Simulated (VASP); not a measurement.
# NiO (F-43m) in VASP: a series of runs

Runs on NiO. Level: PBE+U. Tasks: single point.

Program: VASP 6.6.1. These are calculated values, not measurements. Logs are shortened: lines on timing, memory, paths and dates and some standing lists are left out, and cuts for length are marked.

## Step 1: The cell of the first run

It takes space group F-43m (No. 216, cubic). The conventional cell has a = 4.649 Å, b = 4.649 Å, c = 4.649 Å, α = 90.00°, β = 90.00°, γ = 90.00°. Ni (site symmetry -43m) has 4 O at 2.01 Å within 2.7 Å. Within 2.7 Å of O (site symmetry -43m) lie 4 Ni at 2.01 Å.

## Step 2: Single point, PBE+U, collinear spin, ferromagnetic start

INCAR

```
PREC = Accurate
ENCUT = 700
EDIFF = 1E-6
ISMEAR = 0
SIGMA = 0.05
LREAL = False
LASPH = True
NELM = 200
ALGO = Normal
ISIF = 2
LWAVE = False
LCHARG = True
ISPIN = 2
MAGMOM = 1.89 0
LORBIT = 11
LMAXMIX = 4
LDAU = True
LDAUTYPE = 2
LDAUL = 2 -1
LDAUU = 6.2 0
LDAUJ = 0 0
LDAUPRINT = 1
GGA = PE
LELF = True
LVHAR = True
NBANDS = 23
GGA_COMPAT = False
```

KPOINTS

```
Automatic mesh
0
Gamma
  6 6 6
```

POSCAR

```
NiO
1.0
    0.0000000000      2.3247345634      2.3247345634
    2.3247345634      0.0000000000      2.3247345634
    2.3247345634      2.3247345634      0.0000000000
Ni O
1 1
Direct
    0.0000000000      0.0000000000      0.0000000000
    0.2500000000      0.2500000000      0.2500000000
```

Potentials or basis: VASP PAW PBE potentials, release 64 (Ni_sv_GW, O).

Launch:

```console
> cat potpaw_PBE.64/Ni_sv_GW/POTCAR potpaw_PBE.64/O/POTCAR > POTCAR
> mpirun -np 1 vasp_std > vasp.out
```

OUTCAR:

```text
PREC = Accurate
   ENCUT = 700
   EDIFF = 1E-6
   ISMEAR = 0
   LREAL = False
   LASPH = True
   NELM = 200
   ISIF = 2
   ISPIN = 2
   LORBIT = 11
   GGA = PE

 ion  position               nearest neighbor table
   1  0.000  0.000  0.000-   2 2.01   2 2.01   2 2.01   2 2.01
   2  0.250  0.250  0.250-   1 2.01   1 2.01   1 2.01   1 2.01

  LATTYP: Found a face centered cubic cell.
 ALAT       =     4.6494691268

  Lattice vectors:

 A1 = (   0.0000000000,   2.3247345634,   2.3247345634)
 A2 = (   2.3247345634,   0.0000000000,   2.3247345634)
 A3 = (   2.3247345634,   2.3247345634,   0.0000000000)

Analysis of symmetry for initial positions (statically):
=====================================================================
 Subroutine PRICEL returns:
 Original cell was already a primitive cell.

 Routine SETGRP: Setting up the symmetry group for a
 face centered cubic supercell.

 Subroutine GETGRP returns: Found 24 space group operations
 (whereof 24 operations were pure point group operations)
 out of a pool of 48 trial point group operations.

The static configuration has the point symmetry T_d .

Analysis of symmetry for dynamics (positions and initial velocities):
=====================================================================
 Subroutine PRICEL returns:
 Original cell was already a primitive cell.

 Routine SETGRP: Setting up the symmetry group for a
 face centered cubic supercell.

 Subroutine GETGRP returns: Found 24 space group operations
 (whereof 24 operations were pure point group operations)
 out of a pool of 48 trial point group operations.

The dynamic configuration has the point symmetry T_d .

Analysis of structural, dynamic, and magnetic symmetry:
=====================================================================
 Subroutine PRICEL returns:
 Original cell was already a primitive cell.

 Routine SETGRP: Setting up the symmetry group for a
 face centered cubic supercell.

 Subroutine GETGRP returns: Found 24 space group operations
 (whereof 24 operations were pure point group operations)
 out of a pool of 48 trial point group operations.

The overall configuration has the point symmetry T_d .

 Subroutine INISYM returns: Found 24 space group operations
 (whereof 24 operations are pure point group operations),
 and found     1 'primitive' translations

----------------------------------------------------------------------------------------

                                     Primitive cell

  volume of cell :      25.1275

  direct lattice vectors                    reciprocal lattice vectors
     0.000000000  2.324734563  2.324734563    -0.215078318  0.215078318  0.215078318
     2.324734563  0.000000000  2.324734563     0.215078318 -0.215078318  0.215078318
     2.324734563  2.324734563  0.000000000     0.215078318  0.215078318 -0.215078318

  length of vectors
     3.287671148  3.287671148  3.287671148     0.372526575  0.372526575  0.372526575

  position of ions in fractional coordinates (direct lattice)
     0.000000000  0.000000000  0.000000000
     0.250000000  0.250000000  0.250000000

  ion indices of the primitive-cell ions
   primitive index   ion index
                 1           1
                 2           2

----------------------------------------------------------------------------------------

 KPOINTS: Automatic mesh

Automatic generation of k-mesh.
 Grid dimensions read from file:
 generate k-points for:    6    6    6

[... 61 lines left out ...]
   ISYM   =      2    0-nonsym 1-usesym 2-fastsym
   POTIM  = 0.5000    time-step for ionic-motion
   TEBEG  =    0.0;   TEEND  =   0.0 temperature during run
   PSTRESS=    0.0 pullay stress
   NELECT =      24.0000    total number of electrons
   NUPDOWN=      -1.0000    fix difference up-down
   EMIN   =  10.00;   EMAX   =-10.00  energy-range for DOS
   EFERMI =   0.00;   METHOD = LEGACY
   ISMEAR =     0;   SIGMA  =   0.05  broadening in eV -4-tet -1-fermi 0-gaus
   EFERMI_NEDOS =   21; number of points for ismear=-14 and -15
   IALGO  =     38    algorithm
   IMIX   =      4    mixing-type and parameters
     AMIX     =   0.40;   BMIX     =  1.00
     AMIX_MAG =   1.60;   BMIX_MAG =  1.00
  volume/ion in A,a.u.               =      12.56        84.78
  Fermi-wavevector in a.u.,A,eV,Ry     =   1.612236  3.046684 35.365678  2.599304
  Thomas-Fermi vector in A             =   2.707498
   LORBIT       =     11    0 simple, 1 ext, 2 COOP (PROOUT), +10 PAW based schemes
 LDA+U is selected, type is set to LDAUTYPE =  2
   angular momentum for each species LDAUL =     2   -1
   U (eV)           for each species LDAUU =   6.2  0.0
   J (eV)           for each species LDAUJ =   0.0  0.0
   GGA     = PE    functional components
   LHFCALC =     F    Hartree Fock is set to
   AEXX    =    0.0000 exact exchange contribution
   IVDW    =     0    specifies the selected vdW correction
   LEPSILON=     F    determine dielectric tensor
   LRPA    =     F    only Hartree local field effects (RPA)
 spin polarized calculation
 Gauss-broadening in eV      SIGMA  =   0.05
  energy-cutoff  :      700.00
  volume of cell :       25.13
 maximum number of plane-waves:      1067
   NGX = 15   NGY = 15   NGZ = 15

atom =   1  type =  1  l = 2

 onsite density matrix

spin component  1

  0.9506 -0.0000 -0.0000 -0.0000  0.0000
 -0.0000  0.9506 -0.0000 -0.0000 -0.0000
 -0.0000 -0.0000  0.9410 -0.0000  0.0000
 -0.0000 -0.0000 -0.0000  0.9506 -0.0000
  0.0000 -0.0000  0.0000 -0.0000  0.9410

spin component  2

  0.3835  0.0000  0.0000  0.0000 -0.0000
  0.0000  0.3835  0.0000  0.0000  0.0000
  0.0000  0.0000  0.9263 -0.0000 -0.0000
  0.0000  0.0000 -0.0000  0.3835  0.0000
 -0.0000  0.0000 -0.0000  0.0000  0.9263

 occupancies and eigenvectors

  o =  0.3835  v =  0.0000  0.0000  0.0000  0.0000  0.0000  1.0000  0.0000  0.0000  0.0000  0.0000      0.0000  0.0000  0.0000  0.0000  0.0000  0.0000  0.0000  0.0000  0.0000  0.0000
  o =  0.3835  v =  0.0000  0.0000  0.0000  0.0000  0.0000  0.0000 -0.8194 -0.0000  0.5733  0.0000      0.0000  0.0000  0.0000  0.0000  0.0000  0.0000  0.0000  0.0000  0.0000  0.0000
  o =  0.3835  v =  0.0000  0.0000  0.0000  0.0000  0.0000  0.0000  0.5733  0.0000  0.8194 -0.0000      0.0000  0.0000  0.0000  0.0000  0.0000  0.0000  0.0000  0.0000  0.0000  0.0000
  o =  0.9263  v =  0.0000  0.0000  0.0000  0.0000  0.0000  0.0000  0.0000 -0.8164  0.0000 -0.5775      0.0000  0.0000  0.0000  0.0000  0.0000  0.0000  0.0000  0.0000  0.0000  0.0000
  o =  0.9263  v =  0.0000  0.0000  0.0000  0.0000  0.0000  0.0000  0.0000 -0.5775  0.0000  0.8164      0.0000  0.0000  0.0000  0.0000  0.0000  0.0000  0.0000  0.0000  0.0000  0.0000
  o =  0.9410  v =  0.0000  0.0000 -0.6228  0.0000  0.7823  0.0000  0.0000  0.0000  0.0000  0.0000      0.0000  0.0000  0.0000  0.0000  0.0000  0.0000  0.0000  0.0000  0.0000  0.0000
  o =  0.9410  v =  0.0000  0.0000  0.7823  0.0000  0.6228  0.0000  0.0000  0.0000  0.0000  0.0000      0.0000  0.0000  0.0000  0.0000  0.0000  0.0000  0.0000  0.0000  0.0000  0.0000
  o =  0.9506  v =  1.0000  0.0000  0.0000  0.0000  0.0000  0.0000  0.0000  0.0000  0.0000  0.0000      0.0000  0.0000  0.0000  0.0000  0.0000  0.0000  0.0000  0.0000  0.0000  0.0000
  o =  0.9506  v =  0.0000  0.5940  0.0000  0.8045 -0.0000  0.0000  0.0000  0.0000  0.0000  0.0000      0.0000  0.0000  0.0000  0.0000  0.0000  0.0000  0.0000  0.0000  0.0000  0.0000
  o =  0.9506  v =  0.0000 -0.8045 -0.0000  0.5940  0.0000  0.0000  0.0000  0.0000  0.0000  0.0000      0.0000  0.0000  0.0000  0.0000  0.0000  0.0000  0.0000  0.0000  0.0000  0.0000

 number of electron      23.9999995 magnetization       2.0093413

 Free energy of the ion-electron system (eV)
  ---------------------------------------------------
  ext. energy  EPLUGINS =         0.00000000
  ---------------------------------------------------
  free energy    TOTEN  =        -8.75006328 eV

  energy without entropy =       -8.74577971  energy(sigma->0) =       -8.74792149

 E-fermi :   4.5128     XC(G=0): -10.8932

 val. band max:        4.4900166768   @ k =  -0.3333   0.5000   0.1667
 cond. band min:       4.5136838142   @ k =  -0.3333   0.3333   0.1667
 fundamental gap:      0.0236671375
 Fermi energy:         4.5128126718

 spin component 1

 k-point     1 :       0.0000    0.0000    0.0000
  band No.  band energies     occupation
      1    -100.8647      1.00000
      2     -61.2396      1.00000
      3     -61.2396      1.00000
      4     -61.2396      1.00000
      5     -15.1674      1.00000
      6      -3.2101      1.00000
[... 405 lines left out ...]
     22      31.2086      0.00000
     23      32.8624      0.00000
 Fermi energy:         4.5128126718

 spin component 2

 k-point     1 :       0.0000    0.0000    0.0000
  band No.  band energies     occupation
      1     -98.6868      1.00000
      2     -59.1181      1.00000
      3     -59.1181      1.00000
      4     -59.1181      1.00000
      5     -14.7210      1.00000
      6      -0.2395      1.00000
[... 405 lines left out ...]
     22      31.6255      0.00000
     23      32.7632      0.00000

------------------------ aborting loop because EDIFF is reached ----------------------------------------

  FORCE on cell =-STRESS in cart. coord.  units (eV):
  Direction    XX          YY          ZZ          XY          YZ          ZX
  --------------------------------------------------------------------------------------
  -------------------------------------------------------------------------------------
  Total       -1.8109988     -1.8109988     -1.8109988     -0.0000000     -0.0000000      0.0000000
  in kB     -115.4725151   -115.4725151   -115.4725151     -0.0000000     -0.0000000      0.0000000
  external PRESSURE =    -115.4725151 kB  Pullay stress =       0.0000000 kB

 VOLUME and BASIS-vectors are now :
 -----------------------------------------------------------------------------
  energy-cutoff  :      700.00
  volume of cell :       25.13
      direct lattice vectors                 reciprocal lattice vectors
     0.000000000  2.324734563  2.324734563    -0.215078318  0.215078318  0.215078318
     2.324734563  0.000000000  2.324734563     0.215078318 -0.215078318  0.215078318
     2.324734563  2.324734563  0.000000000     0.215078318  0.215078318 -0.215078318

 POSITION                                       TOTAL-FORCE (eV/Angst)
 -----------------------------------------------------------------------------------
      0.00000      0.00000      0.00000        -0.000000     -0.000000     -0.000000
      1.16237      1.16237      1.16237         0.000000      0.000000      0.000000
 -----------------------------------------------------------------------------------
    total drift:                               -0.000000     -0.000000     -0.000000

  FREE ENERGIE OF THE ION-ELECTRON SYSTEM (eV)
  ---------------------------------------------------
  free  energy   TOTEN  =        -8.7500632815 eV

  energy  without entropy=       -8.7457797066  energy(sigma->0) =       -8.74792149

 total charge

# of ion       s       p       d       f       tot
--------------------------------------------------
    1        2.168   6.217   7.711   0.007  16.104
    2        1.547   3.409   0.000   0.000   4.956
--------------------------------------------------
tot          3.715   9.627   7.711   0.007  21.060

 magnetization (x)

# of ion       s       p       d       f       tot
--------------------------------------------------
    1        0.005   0.015   1.729   0.001   1.749
    2        0.014   0.253   0.000   0.000   0.268
--------------------------------------------------
tot          0.019   0.268   1.729   0.001   2.017
```

Wall time 21 s (1 thread of Intel Xeon 6975P-C (Granite Rapids), shared host); peak memory 0.19 GiB.

Results:

| Property | Result |
| --- | --- |
| Free energy | -8.7501 eV |
| Pressure | -11.5 GPa |
| Band gap on the k mesh | zero (filled and empty bands overlap) |
| Net moment | 2.01 μB per cell |
| Site moments | Ni +1.75; O +0.27 μB |
| Valence electrons inside the program's atomic spheres | Ni 16.10; O 4.96 |

Eigenvalues of the final occupation matrices:
| site | spin | trace | eigenvalues |
| --- | --- | --- | --- |
| site 1 d | 1 | 4.73 | 0.94 0.94 0.95 0.95 0.95 |
| site 1 d | 2 | 3.00 | 0.38 0.38 0.38 0.93 0.93 |

Caveat: the k points lie up to 0.39 Å⁻¹ apart, too coarse for converged energies and pressures of a metal; a cell with one magnetic atom can't hold antiferromagnetic order, which such compounds often take. The state reached can hang on the start; a lower one may exist.

## Step 3: Single point, PBE+U, collinear spin, ferromagnetic start

INCAR

```
SYSTEM = NiO
ALGO     = Normal         ! electronic algorithm
EDIFF    = 1E-6           ! SCF threshold, eV
ENCUT    = 700            ! plane-wave cutoff, eV
GGA      = PE             ! functional
GGA_COMPAT= .False.      
ISIF     = 2              ! what is computed and relaxed
ISMEAR   = 0              ! smearing method
ISPIN    = 2              ! spin polarisation
LASPH    = .True.         ! aspherical terms in the spheres
LCHARG   = .False.        ! write CHGCAR
LDAU     = .True.         ! DFT+U
LDAUJ    = 0 0          
LDAUL    = 2 -1           ! shell
LDAUPRINT= 1            
LDAUTYPE = 2            
LDAUU    = 6.2 0          ! U, eV
LMAXMIX  = 4              ! l up to which the mixer works
LORBIT   = 11             ! projections on sites
LREAL    = .False.        ! projectors in reciprocal space
LWAVE    = .False.        ! write WAVECAR
MAGMOM   = 1.89 0         ! initial moments
NBANDS   = 23             ! bands
NELM     = 200            ! most SCF steps
PREC     = Accurate       ! precision mode
SIGMA    = 0.05           ! smearing width, eV
```

KPOINTS

```
k-points
0
Gamma
  6 6 6
  0 0 0
```

POSCAR is that of step 2.

Potentials or basis: VASP PAW PBE potentials, release 64 (Ni_sv_GW, O).

Launch:

```console
> cat potpaw_PBE.64/Ni_sv_GW/POTCAR potpaw_PBE.64/O/POTCAR > POTCAR
> mpirun -np 1 vasp_std > vasp.out
```

It took 44 s on 1 thread of Intel Xeon Platinum 8375C at 2.90GHz (Ice Lake), shared host; peak memory 0.19 GiB.

Results (log left out):

* Free energy: -8.7501 eV
* Pressure: -11.5 GPa
* Band gap on the k mesh: zero (filled and empty bands overlap)
* Net moment: 2.01 μB per cell
* Site moments: Ni +1.75; O +0.27 μB
* Valence electrons inside the program's atomic spheres: Ni 16.10; O 4.96

Levels at points of the mesh, in eV from the Fermi level:
Spin up:
| k point | band 9 | band 10 | band 11 | band 12 | band 13 | band 14 | band 15 | band 16 | band 17 | band 18 |
| --- | --- | --- | --- | --- | --- | --- | --- | --- | --- | --- |
| (0.00, 0.00, 0.00) | -5.56 | -5.56 | -1.85 | -1.85 | -1.85 | -0.46 | 12.68 | 12.68 | 12.68 | 18.63 |
| (0.50, 0.00, 0.00) | -5.91 | -5.59 | -5.59 | -2.53 | -2.53 | 4.58 | 6.15 | 12.12 | 12.12 | 15.93 |
| (0.50, 0.50, 0.00) | -6.30 | -5.38 | -4.26 | -3.87 | -3.87 | 4.15 | 8.19 | 9.75 | 12.81 | 12.81 |
Spin down:
| k point | band 9 | band 10 | band 11 | band 12 | band 13 | band 14 |
| --- | --- | --- | --- | --- | --- | --- |
| (0.00, 0.00, 0.00) | -4.45 | -4.45 | -0.34 | 1.50 | 1.50 | 1.50 |
| (0.50, 0.00, 0.00) | -3.53 | -3.53 | -0.55 | 0.68 | 0.68 | 4.85 |
| (0.50, 0.50, 0.00) | -4.24 | -3.35 | -1.33 | 0.02 | 0.02 | 4.87 |

Eigenvalues of the final occupation matrices:
```csv
site,spin,trace,eigenvalues
site 1 d,1,4.73,0.94 0.94 0.95 0.95 0.95
site 1 d,2,3.00,0.38 0.38 0.38 0.93 0.93
```

Caveat: the k points lie up to 0.39 Å⁻¹ apart, too coarse for converged energies and pressures of a metal; a cell with one magnetic atom can't hold antiferromagnetic order, which such compounds often take.

(Continued in part 2 of 2.)

The gap in the log of VASP goes by the Fermi energy; the results here count the filled bands.